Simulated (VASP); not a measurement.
# Si4Mo2S in VASP: further runs

Runs on Si4Mo2S. Level: PBE. Tasks: single point.

Everything below comes from runs of VASP 6.6.1. Logs are shortened: lines on timing, memory, paths and dates and some standing lists are left out, and cuts for length are marked.

## (1) The cell of the first run

The cell holds a slab with vacuum, 7 atoms: a = 3.217 Å, b = 3.217 Å, c = 21.879 Å, α = 90.00°, β = 90.00°, γ = 90.00°.

## (2) Single point, PBE

File INCAR:

```
PREC = Accurate
ENCUT = 520
EDIFF = 1E-6
ISMEAR = 0
SIGMA = 0.1
LREAL = F
LASPH = T
NELM = 80
ALGO = Fast
ISIF = 2
LWAVE = F
LCHARG = F
LDIPOL = T
IDIPOL = 3
DIPOL = 0.5 0.5 0.364
GGA = PE
NBANDS = 34
```

File KPOINTS:

```
Automatic mesh
0
Gamma
  8 8 1
```

File POSCAR:

```
Si4Mo2S
1.0
    3.2169717406      0.0000000000      0.0000000000
    0.0000000000      3.2169717406      0.0000000000
    0.0000000000      0.0000000000     21.8787970309
Si Mo S
4 2 1
Direct
    0.0000000000      0.0000000000      0.1828254083
    0.0000000000      0.0000000000      0.3015081460
    0.5000000000      0.5000000000      0.3593659940
    0.5000000000      0.5000000000      0.4743769512
    0.5000000000      0.5000000000      0.2421667771
    0.0000000000      0.0000000000      0.4192862009
    0.5000000000      0.5000000000      0.5696346601
```

Potentials or basis: VASP PAW PBE potentials, release 64 (Si, Mo_sv, S).

Command:

```sh
cat potpaw_PBE.64/Si/POTCAR potpaw_PBE.64/Mo_sv/POTCAR potpaw_PBE.64/S/POTCAR > POTCAR
mpirun -np 1 vasp_std > vasp.out
```

OUTCAR:

```text
PREC = Accurate
   ENCUT = 520
   EDIFF = 1E-6
   ISMEAR = 0
   LREAL = F
   LASPH = T
   NELM = 80
   ISIF = 2
   GGA = PE

 ion  position               nearest neighbor table
   1  0.000  0.000  0.183-   2 2.60   5 2.62   5 2.62   5 2.62   5 2.62
   2  0.000  0.000  0.302-   6 2.58   1 2.60   3 2.60   3 2.60   3 2.60   3 2.60   5 2.62   5 2.62
                             5 2.62   5 2.62
   3  0.500  0.500  0.359-   4 2.52   5 2.56   2 2.60   2 2.60   2 2.60   2 2.60   6 2.63   6 2.63
                             6 2.63   6 2.63
   4  0.500  0.500  0.474-   7 2.08   3 2.52   6 2.57   6 2.57   6 2.57   6 2.57
   5  0.500  0.500  0.242-   3 2.56   1 2.62   1 2.62   1 2.62   1 2.62   2 2.62   2 2.62   2 2.62
                             2 2.62
   6  0.000  0.000  0.419-   4 2.57   4 2.57   4 2.57   4 2.57   2 2.58   3 2.63   3 2.63   3 2.63
                             3 2.63
   7  0.500  0.500  0.570-   4 2.08

  LATTYP: Found a simple tetragonal cell.
 ALAT       =     3.2169717406
 C/A-ratio  =     6.8010535358

  Lattice vectors:

 A1 = (   3.2169717406,   0.0000000000,   0.0000000000)
 A2 = (   0.0000000000,   3.2169717406,   0.0000000000)
 A3 = (   0.0000000000,   0.0000000000,  21.8787970309)

Analysis of symmetry for initial positions (statically):
=====================================================================
 Subroutine PRICEL returns:
 Original cell was already a primitive cell.

 Routine SETGRP: Setting up the symmetry group for a
 simple tetragonal supercell.

 Subroutine GETGRP returns: Found  8 space group operations
 (whereof  8 operations were pure point group operations)
 out of a pool of 16 trial point group operations.

The static configuration has the point symmetry C_4v.

Analysis of symmetry for dynamics (positions and initial velocities):
=====================================================================
 Subroutine PRICEL returns:
 Original cell was already a primitive cell.

 Routine SETGRP: Setting up the symmetry group for a
 simple tetragonal supercell.

 Subroutine GETGRP returns: Found  8 space group operations
 (whereof  8 operations were pure point group operations)
 out of a pool of 16 trial point group operations.

The dynamic configuration has the point symmetry C_4v.

 Subroutine INISYM returns: Found  8 space group operations
 (whereof  8 operations are pure point group operations),
[... 105 lines left out ...]
   TEBEG  =    0.0;   TEEND  =   0.0 temperature during run
   PSTRESS=    0.0 pullay stress
   NELECT =      50.0000    total number of electrons
   NUPDOWN=      -1.0000    fix difference up-down
   EMIN   =  10.00;   EMAX   =-10.00  energy-range for DOS
   EFERMI =   0.00;   METHOD = LEGACY
   ISMEAR =     0;   SIGMA  =   0.10  broadening in eV -4-tet -1-fermi 0-gaus
   EFERMI_NEDOS =   21; number of points for ismear=-14 and -15
   IALGO  =     68    algorithm
   IMIX   =      4    mixing-type and parameters
     AMIX     =   0.40;   BMIX     =  1.00
     AMIX_MAG =   1.60;   BMIX_MAG =  1.00
  volume/ion in A,a.u.               =      32.35       218.28
  Fermi-wavevector in a.u.,A,eV,Ry     =   0.989522  1.869926 13.322200  0.979154
  Thomas-Fermi vector in A             =   2.121127
   LORBIT       =      0    0 simple, 1 ext, 2 COOP (PROOUT), +10 PAW based schemes
   GGA     = PE    functional components
   LHFCALC =     F    Hartree Fock is set to
   AEXX    =    0.0000 exact exchange contribution
   IVDW    =     0    specifies the selected vdW correction
   LEPSILON=     F    determine dielectric tensor
   LRPA    =     F    only Hartree local field effects (RPA)
 non-spin polarized calculation
 RMM-DIIS sequential band-by-band and
 Gauss-broadening in eV      SIGMA  =   0.10
  energy-cutoff  :      520.00
  volume of cell :      226.42
 maximum number of plane-waves:      6156
 NGX is ok and might be reduce to    24
   NGX = 11   NGY = 11   NGZ = 81

 dipolmoment           0.000000      0.000000     -0.009293 electrons x Angstroem

 number of electron      50.0000005 magnetization

 dipolmoment           0.000000      0.000000      0.077772 electrons x Angstroem

 Free energy of the ion-electron system (eV)
  ---------------------------------------------------
  ext. energy  EPLUGINS =         0.00000000
  ---------------------------------------------------
  free energy    TOTEN  =       -48.16714024 eV

  energy without entropy =      -48.16038990  energy(sigma->0) =      -48.16376507

 E-fermi :   1.9134     XC(G=0):  -6.1736

 val. band max:        1.7882112605   @ k =   0.3750   0.1250   0.0000
 cond. band min:       1.9749856896   @ k =   0.5000   0.1250   0.0000
 fundamental gap:      0.1867744291
 Fermi energy:         1.9133899774

 k-point     1 :       0.0000    0.0000    0.0000
  band No.  band energies     occupation
      1     -58.8017      2.00000
      2     -58.7195      2.00000
      3     -32.9507      2.00000
      4     -32.8782      2.00000
      5     -32.8782      2.00000
      6     -32.8771      2.00000
[... 544 lines left out ...]
     33       5.8130      0.00000
     34       6.2022      0.00000

------------------------ aborting loop because EDIFF is reached ----------------------------------------

 vacuum level on the upper side and lower side of the slab       (xc-potential included)         0.555        -0.675

  FORCE on cell =-STRESS in cart. coord.  units (eV):
  Direction    XX          YY          ZZ          XY          YZ          ZX
  --------------------------------------------------------------------------------------
  -------------------------------------------------------------------------------------
  Total       -1.2041139     -1.2041139      0.1196568      0.0000000      0.0000000      0.0000000
  in kB       -8.5204049     -8.5204049      0.8467006      0.0000000      0.0000000      0.0000000
  external PRESSURE =      -5.3980364 kB  Pullay stress =       0.0000000 kB

 VOLUME and BASIS-vectors are now :
 -----------------------------------------------------------------------------
  energy-cutoff  :      520.00
  volume of cell :      226.42
      direct lattice vectors                 reciprocal lattice vectors
     3.216971741  0.000000000  0.000000000     0.310851347  0.000000000  0.000000000
     0.000000000  3.216971741  0.000000000     0.000000000  0.310851347  0.000000000
     0.000000000  0.000000000 21.878797031     0.000000000  0.000000000  0.045706352

 POSITION                                       TOTAL-FORCE (eV/Angst)
 -----------------------------------------------------------------------------------
      0.00000      0.00000      4.00000        -0.000000     -0.000000      0.596135
      0.00000      0.00000      6.59664        -0.000000     -0.000000     -0.515777
      1.60849      1.60849      7.86250         0.000000      0.000000     -0.149708
      1.60849      1.60849     10.37880         0.000000     -0.000000      1.142342
      1.60849      1.60849      5.29832         0.000000      0.000000     -0.119787
      0.00000      0.00000      9.17348         0.000000     -0.000000     -0.911827
      1.60849      1.60849     12.46292         0.000000     -0.000000     -0.041378
 -----------------------------------------------------------------------------------
    total drift:                                0.000000      0.000000      0.000212

  FREE ENERGIE OF THE ION-ELECTRON SYSTEM (eV)
  ---------------------------------------------------
  free  energy   TOTEN  =       -48.1671402418 eV

  energy  without entropy=      -48.1603898965  energy(sigma->0) =      -48.16376507

 vacuum level on the upper side and lower side of the slab         7.655         6.306
```

stdout:

```text
POSCAR found type information on POSCAR SiMoS
 POSCAR found :  3 types and       7 ions
 scaLAPACK will be used
 LDA part: xc-table for (Slater+PW92), standard interpolation
 POSCAR, INCAR and KPOINTS ok, starting setup
 FFT: planning ... GRIDC
 FFT: planning ... GRID_SOFT
 FFT: planning ... GRID
 WAVECAR not read
 entering main loop
```

It took 4.8 min on 1 thread of Oxide Virtual Turin-like, shared host; peak memory 0.32 GiB.

What came out:

```
Free energy            : -48.1671 eV
Largest force          : 1.142 eV/Å
Band gap on the k mesh : zero (bands 25 and 26 overlap by 0.62 eV)
```

Forces in eV/Å, atoms in the order of the input:
```
Si   0.000  0.000  0.596
Si   0.000  0.000 -0.516
Si   0.000  0.000 -0.150
Si   0.000  0.000  1.142
Mo   0.000  0.000 -0.120
Mo   0.000  0.000 -0.912
S    0.000  0.000 -0.041
```

## (3) Single point, PBE

File INCAR:

```
ALGO = Fast
DIPOL = 0.5 0.5 0.359
EDIFF = 1E-7
ENCUT = 520
GGA = PE
IDIPOL = 3
ISIF = 2
ISMEAR = 0
LASPH = True
LCHARG = False
LDIPOL = True
LREAL = False
LWAVE = False
NBANDS = 34
NELM = 80
PREC = Accurate
SIGMA = 0.1
```

File KPOINTS:

```
k-points
0
Gamma
  8 8 1
```

Changes to POSCAR since step 2:

```diff
@@ -14,2 +14,2 @@
     0.0000000000      0.0000000000      0.4192862009
-    0.5000000000      0.5000000000      0.5696346601
+    1.0000000000      1.0000000000      0.5333519181
```

Potentials or basis: VASP PAW PBE potentials, release 64 (Si, Mo_sv, S).

Command:

```sh
cat potpaw_PBE.64/Si/POTCAR potpaw_PBE.64/Mo_sv/POTCAR potpaw_PBE.64/S/POTCAR > POTCAR
mpirun -np 1 vasp_std > vasp.out
```

OUTCAR:

```text
EDIFF = 1E-7
   ENCUT = 520
   GGA = PE
   ISIF = 2
   ISMEAR = 0
   LASPH = True
   LREAL = False
   NELM = 80
   PREC = Accurate

 ion  position               nearest neighbor table
   1  0.000  0.000  0.183-   2 2.60   5 2.62   5 2.62   5 2.62   5 2.62
   2  0.000  0.000  0.302-   6 2.58   1 2.60   3 2.60   3 2.60   3 2.60   3 2.60   5 2.62   5 2.62
                             5 2.62   5 2.62
   3  0.500  0.500  0.359-   4 2.52   5 2.56   2 2.60   2 2.60   2 2.60   2 2.60   6 2.63   6 2.63
                             6 2.63   6 2.63
   4  0.500  0.500  0.474-   3 2.52   6 2.57   6 2.57   6 2.57   6 2.57   7 2.62   7 2.62   7 2.62
                             7 2.62
   5  0.500  0.500  0.242-   3 2.56   1 2.62   1 2.62   1 2.62   1 2.62   2 2.62   2 2.62   2 2.62
                             2 2.62
[... 766 lines left out ...]
  external PRESSURE =       0.9795356 kB  Pullay stress =       0.0000000 kB

 VOLUME and BASIS-vectors are now :
 -----------------------------------------------------------------------------
  energy-cutoff  :      520.00
  volume of cell :      226.42
      direct lattice vectors                 reciprocal lattice vectors
     3.216971741  0.000000000  0.000000000     0.310851347  0.000000000  0.000000000
     0.000000000  3.216971741  0.000000000     0.000000000  0.310851347  0.000000000
     0.000000000  0.000000000 21.878797031     0.000000000  0.000000000  0.045706352

 POSITION                                       TOTAL-FORCE (eV/Angst)
 -----------------------------------------------------------------------------------
      0.00000      0.00000      4.00000        -0.000000      0.000000      0.644711
      0.00000      0.00000      6.59664        -0.000000      0.000000     -0.702984
      1.60849      1.60849      7.86250        -0.000000     -0.000000     -0.432779
      1.60849      1.60849     10.37880        -0.000000      0.000000      1.446729
      1.60849      1.60849      5.29832        -0.000000      0.000000     -0.397818
      0.00000      0.00000      9.17348        -0.000000      0.000000     -0.568857
      0.00000      0.00000     11.66910         0.000000      0.000000      0.010999
 -----------------------------------------------------------------------------------
    total drift:                                0.000000      0.000000      0.000151

  FREE ENERGIE OF THE ION-ELECTRON SYSTEM (eV)
  ---------------------------------------------------
  free  energy   TOTEN  =       -48.6016865967 eV

  energy  without entropy=      -48.5836480932  energy(sigma->0) =      -48.59266734

 vacuum level on the upper side and lower side of the slab         7.147         6.590
```

Wall time 4.7 min (1 thread of Oxide Virtual Turin-like, shared host); peak memory 0.32 GiB.

Results:

```
Free energy            : -48.6017 eV
Largest force          : 1.447 eV/Å
Band gap on the k mesh : zero (bands 25 and 26 overlap by 1.39 eV)
```

Forces in eV/Å, atoms in the order of the input:
```
Si   0.000  0.000  0.645
Si   0.000  0.000 -0.703
Si   0.000  0.000 -0.433
Si   0.000  0.000  1.447
Mo   0.000  0.000 -0.398
Mo   0.000  0.000 -0.569
S    0.000  0.000  0.011
```

The gap in the log of VASP goes by the Fermi energy; the results here count the filled bands.